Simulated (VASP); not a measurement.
# ZnO (I-43d) in VASP: a series of runs, part 3 of 3

VASP 6.6.1. The steps go on from the part before.

## (5) Relaxation of cell and atoms, PBE

This run uses another cell than the first one, of 7.84 Å³/atom.

INCAR

```
SYSTEM = ZnO
PREC = Accurate
ENCUT = 600
EDIFF = 1E-6
ISMEAR = 0
SIGMA = 0.1
LREAL = .FALSE.
LASPH = .TRUE.
NELM = 60
ALGO = Normal
ISIF = 3
LWAVE = .FALSE.
LCHARG = .FALSE.
GGA = PE
IBRION = 2
NSW = 90
EDIFFG = -0.04
```

KPOINTS

```
regular mesh
0
G
  4 4 4
  0 0 0
```

POSCAR

```
ZnO
1.0
   -2.8654131000      2.8654131000      2.8654131000
    2.8654131000     -2.8654131000      2.8654131000
    2.8654131000      2.8654131000     -2.8654131000
Zn O
6 6
Direct
    0.1250000000      0.7500000000      0.8750000000
    0.6250000000      0.3750000000      0.2500000000
    0.7500000000      0.8750000000      0.1250000000
    0.8750000000      0.1250000000      0.7500000000
    0.3750000000      0.2500000000      0.6250000000
    0.2500000000      0.6250000000      0.3750000000
    0.7500000000      0.3750000000      0.6250000000
    0.1250000000      0.8750000000      0.2500000000
    0.2500000000      0.1250000000      0.8750000000
    0.3750000000      0.6250000000      0.7500000000
    0.8750000000      0.2500000000      0.1250000000
    0.6250000000      0.7500000000      0.3750000000
```

Potentials or basis: VASP PAW PBE potentials, release 64 (Zn, O).

The run is started by

```
$ cat potpaw_PBE.64/Zn/POTCAR potpaw_PBE.64/O/POTCAR > POTCAR
$ mpirun -np 1 vasp_std > vasp.out
```

OUTCAR:

```text
SYSTEM = ZnO
   PREC = Accurate
   ENCUT = 600
   EDIFF = 1E-6
   ISMEAR = 0
   LREAL = .FALSE.
   LASPH = .TRUE.
   NELM = 60
   ISIF = 3
   GGA = PE
   IBRION = 2
   NSW = 90
   EDIFFG = -0.04

 ion  position               nearest neighbor table
   1  0.125  0.750  0.875-   8 1.75   9 1.75  10 1.75   7 1.75   4 2.68   6 2.68   2 2.68   6 2.68
                             4 2.68   2 2.68   3 2.68   3 2.68
   2  0.625  0.375  0.250-   7 1.75  11 1.75  12 1.75   9 1.75   6 2.68   1 2.68   3 2.68   5 2.68
                             6 2.68   5 2.68   3 2.68   1 2.68
   3  0.750  0.875  0.125-   8 1.75  11 1.75  12 1.75  10 1.75   5 2.68   4 2.68   2 2.68   4 2.68
                             2 2.68   5 2.68   1 2.68   1 2.68
   4  0.875  0.125  0.750-   7 1.75   9 1.75  11 1.75  12 1.75   1 2.68   6 2.68   1 2.68   3 2.68
                             5 2.68   3 2.68   5 2.68   6 2.68
   5  0.375  0.250  0.625-   7 1.75   9 1.75  10 1.75   8 1.75   3 2.68   2 2.68   2 2.68   4 2.68
                             4 2.68   3 2.68   6 2.68   6 2.68
   6  0.250  0.625  0.375-   8 1.75  10 1.75  12 1.75  11 1.75   2 2.68   2 2.68   4 2.68   1 2.68
                             4 2.68   1 2.68   5 2.68   5 2.68
   7  0.750  0.375  0.625-   2 1.75   4 1.75   5 1.75   1 1.75
   8  0.125  0.875  0.250-   1 1.75   3 1.75   6 1.75   5 1.75
   9  0.250  0.125  0.875-   1 1.75   4 1.75   5 1.75   2 1.75
  10  0.375  0.625  0.750-   1 1.75   5 1.75   6 1.75   3 1.75
  11  0.875  0.250  0.125-   2 1.75   3 1.75   4 1.75   6 1.75
  12  0.625  0.750  0.375-   2 1.75   3 1.75   6 1.75   4 1.75

  LATTYP: Found a body centered cubic cell.
 ALAT       =     5.7308262000

  Lattice vectors:

 A1 = (  -2.8654131000,   2.8654131000,   2.8654131000)
 A2 = (   2.8654131000,  -2.8654131000,   2.8654131000)
 A3 = (   2.8654131000,   2.8654131000,  -2.8654131000)

Analysis of symmetry for initial positions (statically):
=====================================================================
 Subroutine PRICEL returns:
 Original cell was already a primitive cell.

 Routine SETGRP: Setting up the symmetry group for a
 body centered cubic supercell.

 Subroutine GETGRP returns: Found 24 space group operations
 (whereof  3 operations were pure point group operations)
 out of a pool of 48 trial point group operations.

The static configuration has the point symmetry C_3 .
 The point group associated with its full space group is T_d .

Analysis of symmetry for dynamics (positions and initial velocities):
=====================================================================
 Subroutine PRICEL returns:
 Original cell was already a primitive cell.

 Routine SETGRP: Setting up the symmetry group for a
 body centered cubic supercell.

 Subroutine GETGRP returns: Found 24 space group operations
 (whereof  3 operations were pure point group operations)
 out of a pool of 48 trial point group operations.

The dynamic configuration has the point symmetry C_3 .
 The point group associated with its full space group is T_d .

 Subroutine INISYM returns: Found 24 space group operations
 (whereof  3 operations are pure point group operations),
 and found     1 'primitive' translations

----------------------------------------------------------------------------------------

                                     Primitive cell

  volume of cell :      94.1070

  direct lattice vectors                    reciprocal lattice vectors
    -2.865413100  2.865413100  2.865413100     0.000000000  0.174494910  0.174494910
     2.865413100 -2.865413100  2.865413100     0.174494910  0.000000000  0.174494910
     2.865413100  2.865413100 -2.865413100     0.174494910  0.174494910  0.000000000

  length of vectors
[... 25 lines left out ...]
                 8           8
                 9           9
                10          10
                11          11
                12          12

----------------------------------------------------------------------------------------

 KPOINTS: regular mesh

Automatic generation of k-mesh.
 Grid dimensions read from file:
 generate k-points for:    4    4    4

 Generating k-lattice:

  Cartesian coordinates                     Fractional coordinates (reciprocal lattice)
     0.000000000  0.043623727  0.043623727     0.250000000  0.000000000  0.000000000
     0.043623727  0.000000000  0.043623727     0.000000000  0.250000000  0.000000000
     0.043623727  0.043623727  0.000000000     0.000000000  0.000000000  0.250000000

  Length of vectors
     0.061693267  0.061693267  0.061693267

  Shift w.r.t. Gamma in fractional coordinates (k-lattice)
     0.000000000  0.000000000  0.000000000

 Subroutine IBZKPT returns following result:
 ===========================================

 Found      8 irreducible k-points:

 Following reciprocal coordinates:
            Coordinates               Weight
  0.000000  0.000000  0.000000      1.000000
  0.250000  0.000000  0.000000     12.000000
  0.500000  0.000000  0.000000      6.000000
  0.250000  0.250000  0.000000     24.000000
  0.250000  0.250000  0.250000      2.000000
 -0.250000  0.250000  0.250000      6.000000
  0.500000  0.500000  0.250000     12.000000
  0.500000  0.500000  0.500000      1.000000
   k-points           NKPTS =      8   k-points in BZ     NKDIM =      8   number of bands    NBANDS=     64
   number of dos      NEDOS =    301   number of ions     NIONS =     12
   total plane-waves  NPLWV =  64000
   dimension x,y,z NGX =    40 NGY =   40 NGZ =   40
   dimension x,y,z NGXF=    80 NGYF=   80 NGZF=   80
   ions per type =               6   6
   NGX,Y,Z   is equivalent  to a cutoff of  13.40, 13.40, 13.40 a.u.
   NGXF,Y,Z  is equivalent  to a cutoff of  26.80, 26.80, 26.80 a.u.
 SYSTEM =  ZnO
   PREC   = accura    normal or accurate (medium, high low for compatibility)
   ISTART =      0    job   : 0-new  1-cont  2-samecut
   ICHARG =      2    charge: 1-file 2-atom 10-const
   ISPIN  =      1    spin polarized calculation?
   LNONCOLLINEAR =      F non collinear calculations
   LSORBIT =      F    spin-orbit coupling
   LASPH  =      T    aspherical Exc in radial PAW
   ENCUT  =  600.0 eV  44.10 Ry    6.64 a.u.   9.91  9.91  9.91*2*pi/ulx,y,z
   NELM   =     60;   NELMIN=  2; NELMDL= -5     # of ELM steps
   EDIFF  = 0.1E-05   stopping-criterion for ELM
   LREAL  =      F    real-space projection
   EDIFFG = -.4E-01   stopping-criterion for IOM
   NSW    =     90    number of steps for IOM
   IBRION =      2    ionic relax: 0-MD 1-quasi-New 2-CG
   NFREE  =      1    steps in history (QN), initial steepest desc. (CG)
   ISIF   =      3    stress and relaxation
   ISYM   =      2    0-nonsym 1-usesym 2-fastsym
   POTIM  = 0.5000    time-step for ionic-motion
   TEBEG  =    0.0;   TEEND  =   0.0 temperature during run
   PSTRESS=    0.0 pullay stress
   NELECT =     108.0000    total number of electrons
   NUPDOWN=      -1.0000    fix difference up-down
   EMIN   =  10.00;   EMAX   =-10.00  energy-range for DOS
   EFERMI =   0.00;   METHOD = LEGACY
   ISMEAR =     0;   SIGMA  =   0.10  broadening in eV -4-tet -1-fermi 0-gaus
   EFERMI_NEDOS =   21; number of points for ismear=-14 and -15
   IALGO  =     38    algorithm
   IMIX   =      4    mixing-type and parameters
     AMIX     =   0.40;   BMIX     =  1.00
     AMIX_MAG =   1.60;   BMIX_MAG =  1.00
  volume/ion in A,a.u.               =       7.84        52.92
  Fermi-wavevector in a.u.,A,eV,Ry     =   1.713992  3.238976 39.970778  2.937769
  Thomas-Fermi vector in A             =   2.791633
   LORBIT       =      0    0 simple, 1 ext, 2 COOP (PROOUT), +10 PAW based schemes
   GGA     = PE    functional components
   LHFCALC =     F    Hartree Fock is set to
   AEXX    =    0.0000 exact exchange contribution
   IVDW    =     0    specifies the selected vdW correction
   LEPSILON=     F    determine dielectric tensor
   LRPA    =     F    only Hartree local field effects (RPA)
 conjugate gradient relaxation of ions
 non-spin polarized calculation
 Gauss-broadening in eV      SIGMA  =   0.10
  energy-cutoff  :      600.00
  volume of cell :       94.11
 maximum number of plane-waves:      3252
   NGX = 19   NGY = 19   NGZ = 19

--------------------------------------- Ionic step        1  -------------------------------------------

 number of electron     107.9999927 magnetization

 Free energy of the ion-electron system (eV)
  ---------------------------------------------------
  ext. energy  EPLUGINS =         0.00000000
  ---------------------------------------------------
  free energy    TOTEN  =       -37.21688863 eV

  energy without entropy =      -37.21688863  energy(sigma->0) =      -37.21688863

 E-fermi :   6.5408     XC(G=0): -13.4302

 val. band max:        6.0181916360   @ k =   0.0000   0.0000   0.0000
 cond. band min:       7.4085084046   @ k =   0.0000   0.0000   0.0000
 fundamental gap:      1.3903167687
 Fermi energy:         6.5407887721
[... 1260 lines left out ...]
--------------------------------------- Ionic step        5  -------------------------------------------

 number of electron     108.0000175 magnetization

 Free energy of the ion-electron system (eV)
  ---------------------------------------------------
  ext. energy  EPLUGINS =         0.00000000
  ---------------------------------------------------
  free energy    TOTEN  =       -51.84799720 eV

  energy without entropy =      -51.84796440  energy(sigma->0) =      -51.84798080

 E-fermi :   1.4236     XC(G=0): -11.0459

 val. band max:        1.1991702378   @ k =   0.0000   0.0000   0.0000
 cond. band min:       1.6244185697   @ k =   0.0000   0.0000   0.0000
 fundamental gap:      0.4252483319
 Fermi energy:         1.4236022539
[... 573 lines left out ...]
  FREE ENERGIE OF THE ION-ELECTRON SYSTEM (eV)
  ---------------------------------------------------
  free  energy   TOTEN  =       -51.8479971988 eV

  energy  without entropy=      -51.8479643977  energy(sigma->0) =      -51.84798080

 reached required accuracy - stopping structural energy minimisation
```

Wall time 2.4 min (1 thread of Intel Xeon 6975P-C (Granite Rapids), shared host); peak memory 0.25 GiB.

What came out:

```yaml
Free_energy: -51.8480 eV
Relaxed_volume: 11.82 Å³/atom
Relaxed_cell: a = 5.690 Å, b = 5.690 Å, c = 5.690 Å, α = 109.47°, β = 109.47°, γ = 109.47°
Space_group_after_relaxing_to_0.1_Å: I-43d (No. 220)
Energy_gained_by_relaxing: 1219.3 meV/atom
Ionic_steps: 5
Pressure_after_relaxing: 0.1 GPa
Band_gap_on_the_k_mesh: 0.43 eV
```

Step by step:
```tsv
step	energy change (eV)	largest force (eV/Å)	pressure (GPa)	volume (Å³)
1	0.0000	0.0000	141.20	94.11
2	-3.7415	0.0000	-32.33	223.11
3	-14.5858	0.0000	-3.73	145.69
4	-14.6239	0.0000	-1.54	143.38
5	-14.6311	0.0000	0.05	141.82
```

Final structure:
```xyz
12
Lattice="-3.2852 3.2852 3.2852 3.2852 -3.2852 3.2852 3.2852 3.2852 -3.2852" Properties=species:S:1:pos:R:3 pbc="T T T"
Zn    4.9278    0.8213    0.0000
Zn    0.0000    1.6426    2.4639
Zn    0.8213    0.0000    4.9278
Zn    0.0000    4.9278    0.8213
Zn    1.6426    2.4639    0.0000
Zn    2.4639    0.0000    1.6426
O     0.8213    3.2852    1.6426
O     3.2852   -1.6426    2.4639
O     2.4639    3.2852   -1.6426
O     3.2852    1.6426    0.8213
O    -1.6426    2.4639    3.2852
O     1.6426    0.8213    3.2852
```

Caveat: the volume moved by over 15 % at a fixed basis, so the end points are rough.

## (6) Single point, PBE

INCAR

```
SYSTEM = ZnO
PREC     = Accurate       ! precision mode
ENCUT    = 520            ! plane-wave cutoff, eV
EDIFF    = 1E-6           ! SCF threshold, eV
ISMEAR   = 0              ! smearing method
SIGMA    = 0.02           ! smearing width, eV
LREAL    = .False.        ! projectors in reciprocal space
LASPH    = .True.         ! aspherical terms in the spheres
NELM     = 80             ! most SCF steps
ALGO     = Normal         ! electronic algorithm
ISIF     = 2              ! what is computed and relaxed
LWAVE    = .False.        ! write WAVECAR
LCHARG   = .True.         ! write CHGCAR
GGA      = PE             ! functional
LELF     = .True.         ! ELF
LVHAR    = .True.       
NBANDS   = 66             ! bands
```

KPOINTS

```
Automatic mesh
0
Gamma
  8 8 8
  0 0 0
```

Changes to POSCAR since step 5:

```diff
@@ -2,5 +2,5 @@
 1.0
-   -2.8654131000      2.8654131000      2.8654131000
-    2.8654131000     -2.8654131000      2.8654131000
-    2.8654131000      2.8654131000     -2.8654131000
+   -3.2849053426      3.2849053426      3.2849053426
+    3.2849053426     -3.2849053426      3.2849053426
+    3.2849053426      3.2849053426     -3.2849053426
 Zn O
```

Potentials or basis: VASP PAW PBE potentials, release 64 (Zn, O).

The run is started by

```
$ cat potpaw_PBE.64/Zn/POTCAR potpaw_PBE.64/O/POTCAR > POTCAR
$ mpirun -np 1 vasp_std > vasp.out
```

Run time: 2.7 min. Hardware: 1 thread of Intel Xeon 6975P-C (Granite Rapids), shared host; peak memory 0.37 GiB.

Results (log left out):

```
Free energy            : -51.9542 eV
Pressure               : 0.9 GPa
Band gap on the k mesh : 0.43 eV
```

Levels at points of the mesh, in eV from the valence-band top:
| k point | band 50 | band 51 | band 52 | band 53 | band 54 | band 55 | band 56 | band 57 | band 58 | band 59 |
| --- | --- | --- | --- | --- | --- | --- | --- | --- | --- | --- |
| (0.00, 0.00, 0.00) | -0.79 | -0.79 | 0.00 | 0.00 | 0.00 | 0.43 | 5.02 | 6.76 | 6.76 | 6.87 |
| (0.50, 0.00, 0.00) | -1.16 | -0.84 | -0.84 | -0.44 | -0.44 | 3.68 | 3.68 | 5.63 | 5.63 | 6.15 |
| (0.50, 0.50, 0.50) | -0.97 | -0.97 | -0.97 | -0.97 | -0.97 | 5.10 | 5.10 | 5.10 | 5.10 | 5.10 |

## (7) Overview

```csv
task,level,cell,k mesh,cutoff (eV),smearing,gap on the mesh (eV),pressure (GPa)
single point,r2SCAN,"a = 5.690 Å, angles 109.5°, 12 atoms",8 × 8 × 8,520,gaussian 0.02 eV,0.88,-5.3
single point,PBE,"a = 4.963 Å, angles 109.5°, 12 atoms",4 × 4 × 4,520,gaussian 0.1 eV,1.39,141.5
single point,PBE,"a = 5.686 Å, angles 109.5°, 12 atoms",4 × 4 × 4,520,gaussian 0.1 eV,0.43,1.2
relaxation of cell and atoms,PBE,"relaxed from a = 4.963 Å, angles 109.5°, 12 atoms",4 × 4 × 4,600,gaussian 0.1 eV,0.43,0.1
single point,PBE,"a = 5.690 Å, angles 109.5°, 12 atoms",8 × 8 × 8,520,gaussian 0.02 eV,0.43,0.9
```

Alike in all rows: potentials or basis VASP PAW PBE potentials, release 64 (Zn, O); no spin polarisation.

Caveats: the cell stands under tension (at least some runs); the PAW data sets were made with another functional, which shifts forces and pressure a little (at least some runs); the cell stands under pressure (at least some runs); the volume moved by over 15 % at a fixed basis, so the end points are rough (at least some runs).

Absolute energies hang on the potentials; compare differences alone.
